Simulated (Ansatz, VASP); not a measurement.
One calculation of HfO2, two programs

File INCAR:

```
SYSTEM = HfO2
ALGO     = Normal         ! electronic algorithm
EDIFF    = 1E-7           ! SCF threshold, eV
ENCUT    = 520            ! plane-wave cutoff, eV
GGA      = PE             ! functional
ISIF     = 2              ! what is computed and relaxed
ISMEAR   = 0              ! smearing method
IVDW     = 12             ! dispersion correction
LASPH    = .TRUE.         ! aspherical terms in the spheres
LCHARG   = .TRUE.         ! write CHGCAR
LELF     = .TRUE.         ! ELF
LREAL    = .FALSE.        ! projectors in reciprocal space
LVHAR    = .TRUE.       
LWAVE    = .FALSE.        ! write WAVECAR
NBANDS   = 18             ! bands
NELM     = 80             ! most SCF steps
PREC     = Accurate       ! precision mode
SIGMA    = 0.01           ! smearing width, eV
```

File KPOINTS:

```
k-points
0
G
  6 6 6
  0 0 0
```

File POSCAR:

```
HfO2
1.0
    0.0000000000      2.5659967402      2.5659967402
    2.5659967402      0.0000000000      2.5659967402
    2.5659967402      2.5659967402      0.0000000000
Hf O
1 2
Direct
    0.0000000000      0.0000000000      0.0000000000
    0.2500000000      0.2500000000      0.2500000000
    0.7500000000      0.7500000000      0.7500000000
```

Input for Ansatz:

```yaml
crystal:
  lattice:
    - [0.0, 2.565996740158893, 2.565996740158893]
    - [2.565996740158893, 0.0, 2.565996740158893]
    - [2.565996740158893, 2.565996740158893, 0.0]
  atoms:
    - { symbol: Hf, position: [0.0, 0.0, 0.0] }
    - { symbol: O, position: [0.25, 0.25, 0.25] }
    - { symbol: O, position: [0.75, 0.75, 0.75] }
basis:
  ecutwfc: 435.382179935808
kpoints:
  mp_grid:
    grid: [6, 6, 6]
hamiltonian:
  xc: pbe
  dispersion: d3bj
scf:
  occupations:
    method: fixed
output:
  stress: true
```

Alike in both runs: task single point; functional PBE; dispersion D3(BJ); k mesh 6 × 6 × 6; no spin polarisation.

|  | VASP | Ansatz |
| --- | --- | --- |
| version | VASP 6.6.1 | Ansatz 0.2.0 |
| potentials or method | VASP PAW PBE potentials, release 64 (Hf_pv, O), cutoff 520 eV | plane waves, PAW |
| occupations | gaussian, width 0.01 eV | fixed |
| valence electrons in the cell | 22 | 38 |

|  | VASP | Ansatz | Ansatz less VASP |
| --- | --- | --- | --- |
| pressure (GPa) | -11.7 | -8.2 | +3.41 |

VASP's potentials hold 22 valence electrons a cell and Ansatz's 38, so a difference there can come from the potentials and not from the codes.

Spin-orbit coupling is off throughout.
